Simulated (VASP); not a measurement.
A run of VASP 6.6.1 is set up as follows.

Contents of INCAR:

```
PREC = Accurate
ENCUT = 520
EDIFF = 1E-6
ISMEAR = -1
SIGMA = 0.1637
LREAL = Auto
LASPH = True
NELM = 100
ALGO = Normal
ISIF = 2
LWAVE = False
LCHARG = False
GGA = PE
NBANDS = 105
ISYM = 0
```

The input KPOINTS:

```
Automatic mesh
0
Gamma
  1 1 1
```

POSCAR

```
Ba5Na4F14
1.0
    7.5902190000      0.3427840000      0.0528720000
    0.3427840000      7.5783980000     -0.1247070000
    0.0528720000     -0.1247070000      7.4653180000
Ba F Na
5 14 4
Direct
    0.6058849421      0.2464003445      0.5596441436
    0.8248896071      0.3017270088      0.0633991622
    0.3127811600     -0.0241163981      0.3404677672
    0.0320871603      0.8691471038      0.8125417049
    0.8585262991      0.8816042420      0.3330599203
    0.3214848586      0.7122506956      0.8789411382
    0.7610363298      0.4547991448      0.3978045040
    0.6178381955      0.4855517407     -0.0405238786
    0.7812463401      0.8215126286      0.0412278913
    0.3458083623      0.3443357957      0.7754198152
    0.1059714798      0.7328338553      0.5262812097
    0.6512583833      0.0874493836      0.8990769338
    0.7380925456      0.8931084409      0.6514913960
    0.0932722320     -0.0157375446      0.1068412529
   -0.0703465762      0.1325962260      0.5769226497
    0.4708587909      0.6794753526      0.3347968682
    0.0207877293      0.5707141703      0.9679394720
    0.6398148538      0.1153602156      0.2480046979
    0.2854351411      0.3747381069      0.4303136100
    0.3197608673      0.5818751471      0.6342014509
    0.5643264584      0.8207352927      0.8876468983
    0.3589797449      0.5469051736      0.0638102659
    1.0445141007      0.4925918932      0.3555304821
```

Potentials or basis: VASP PAW PBE potentials, release 64 (Ba_sv, F, Na_pv).

Command:

```bash
$ cat potpaw_PBE.64/Ba_sv/POTCAR potpaw_PBE.64/F/POTCAR potpaw_PBE.64/Na_pv/POTCAR > POTCAR
$ mpirun -np 1 vasp_gam > vasp.out
```

Problem. Estimate the largest force.

Solution. 2.857 eV/Å.

Problem. What does it give for the pressure?

Solution. 7.8 GPa.

Stress tensor (GPa, compression positive):
```
 8.47 -2.68  1.96
-2.68  7.14  1.31
 1.96  1.31  7.83
```

Caveat: the k points lie up to 0.84 Å⁻¹ apart, too coarse for converged energies, forces and pressures; the atoms stand as in a frame of molecular dynamics.
